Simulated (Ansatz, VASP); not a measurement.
**Si in VASP and in Ansatz**

INCAR

```
SYSTEM = Si
  PREC = Accurate
  ENCUT = 520
  EDIFF = 1E-6
  ISMEAR = 0
  SIGMA = 0.028999999999999998
  LREAL = .FALSE.
  LASPH = .TRUE.
  NELM = 80
  ALGO = Normal
  ISIF = 2
  LWAVE = .FALSE.
  LCHARG = .TRUE.
  GGA = PE
  LELF = .TRUE.
  LVHAR = .TRUE.
  NBANDS = 11
```

File KPOINTS:

```
Automatic mesh
0
G
  8 8 8
  0 0 0
```

The input POSCAR:

```
Si
1.0
    0.0000000000      2.7218511865      2.7218511865
    2.7218511865      0.0000000000      2.7218511865
    2.7218511865      2.7218511865      0.0000000000
Si
2
Direct
    0.5000000000      0.5000000000      0.5000000000
    0.7500000000      0.7500000000      0.7500000000
```

File input.yaml:

```yaml
crystal:
  lattice:
    - [0.0, 2.7218511865, 2.7218511865]
    - [2.7218511865, 0.0, 2.7218511865]
    - [2.7218511865, 2.7218511865, 0.0]
  atoms:
    - { symbol: Si, position: [0.5, 0.5, 0.5] }
    - { symbol: Si, position: [0.75, 0.75, 0.75] }
kpoints:
  mp_grid: { grid: [8, 8, 8] }
scf:
  occupations: { method: gaussian, width: 0.029 }
hamiltonian:
  xc: pbe
  pseudopotentials: { kind: all_electron, lapw: { basis_error: 0.001 } }
output:
  forces: true
  stress: true
  eigenvalues: true
```

Alike in both runs: task single point; functional PBE; k mesh 8 × 8 × 8; occupations gaussian, width 0.029 eV; no spin polarisation.

```csv
,VASP,Ansatz
version,VASP 6.6.1,Ansatz 0.2.0
potentials or method,"VASP PAW PBE potentials, release 64 (Si), cutoff 520 eV","all-electron LAPW, scalar-relativistic"
```

```csv
,VASP,Ansatz,Ansatz less VASP
gap on the k mesh at the Fermi level (eV),0.63,0.63,-0.001
least direct gap on the mesh (eV),2.56,2.56,-0.004
pressure (GPa),1.3,1.3,+0.05
```

Ansatz ran all-electron here, and VASP with PAW potentials.
